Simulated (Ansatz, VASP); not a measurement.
## Two plane-wave programs on AlGaN2

File POSCAR:

```
AlGaN2
1.0
    3.1094682782      0.0000000000      0.0000000000
    0.0000000000      3.1094682782      0.0000000000
    0.0000000000      0.0000000000      4.4238379400
Al Ga N
1 1 2
Direct
    0.5000000000      0.5000000000      0.5000000000
    0.0000000000      0.0000000000      0.0000000000
    0.5000000000      0.0000000000      0.7382648100
    0.0000000000      0.5000000000      0.2617351900
```

Contents of INCAR.step1:

```
SYSTEM = AlGaN2
PREC     = Accurate       ! precision mode
ENCUT    = 520            ! plane-wave cutoff, eV
ISMEAR   = 0              ! smearing method
SIGMA    = 0.05           ! smearing width, eV
LREAL    = .FALSE.        ! projectors in reciprocal space
LASPH    = .TRUE.         ! aspherical terms in the spheres
NELM     = 60             ! most SCF steps
NBANDS   = 21             ! bands
GGA      = PE             ! functional
ALGO     = Normal         ! electronic algorithm
EDIFF    = 1E-4           ! SCF threshold, eV
LWAVE    = .TRUE.         ! write WAVECAR
LCHARG   = .FALSE.        ! write CHGCAR
```

Contents of INCAR.step2:

```
SYSTEM = AlGaN2
PREC     = Accurate       ! precision mode
ENCUT    = 520            ! plane-wave cutoff, eV
EDIFF    = 1E-6           ! SCF threshold, eV
ISMEAR   = 0              ! smearing method
SIGMA    = 0.05           ! smearing width, eV
LREAL    = .FALSE.        ! projectors in reciprocal space
LASPH    = .TRUE.         ! aspherical terms in the spheres
NELM     = 60             ! most SCF steps
ALGO     = Normal         ! electronic algorithm
ISIF     = 2              ! what is computed and relaxed
LWAVE    = .FALSE.        ! write WAVECAR
LCHARG   = .FALSE.        ! write CHGCAR
METAGGA  = R2SCAN         ! meta-GGA
LMIXTAU  = .TRUE.       
NBANDS   = 21             ! bands
ISTART   = 1
```

The input KPOINTS:

```
regular mesh
0
G
  8 8 6
  0 0 0
```

Input for Ansatz:

```yaml
crystal:
  lattice:
    - [3.1094682782, 0.0, 0.0]
    - [0.0, 3.1094682782, 0.0]
    - [0.0, 0.0, 4.42383794]
  atoms:
    - { symbol: Al, position: [0.5, 0.5, 0.5] }
    - { symbol: Ga, position: [0.0, 0.0, 0.0] }
    - { symbol: "N", position: [0.5, 0.0, 0.73826481] }
    - { symbol: "N", position: [0.0, 0.5, 0.26173519] }
basis:
  ecutwfc: 500
kpoints:
  mp_grid: { grid: [8, 8, 6] }
hamiltonian:
  xc: r2scan
scf:
  occupations: { method: gaussian, width: 0.05 }
output:
  forces: true
  stress: true
  eigenvalues: true
```

Change from the starting cell: strain -0.0100 x Voigt [1, 1, 0, 0, 0, 0], atoms carried along.

Alike in both runs: task single point; functional r2SCAN; k mesh 8 × 8 × 6; occupations gaussian, width 0.05 eV; no spin polarisation.

|  | VASP | Ansatz |
| --- | --- | --- |
| version | VASP 6.6.1 | Ansatz 0.2.0 |
| potentials or method | VASP PAW PBE potentials, release 64 (Al, Ga_d, N), cutoff 520 eV | scalar-relativistic, plane waves, PAW |
| valence electrons in the cell | 26 | 26 |

|  | VASP | Ansatz | Ansatz less VASP |
| --- | --- | --- | --- |
| gap on the k mesh at the Fermi level (eV) | 3.50 | 3.49 | -0.009 |
| least direct gap on the mesh (eV) | 3.50 | 3.49 | -0.009 |
| pressure (GPa) | 4.3 | 3.9 | -0.40 |
| traceless stress, the component that is largest in VASP (GPa) | -0.96 | -0.97 | -0.014 |
| rms of the force components (eV/Å) | 0.008 | 0.046 | +0.0378 |

VASP's potentials were made for PBE, not for r2SCAN. Atom by atom the forces differ by 0.038 eV/Å (rms over components). The functional is the same, so the differences come from potentials, cutoffs and numerics.
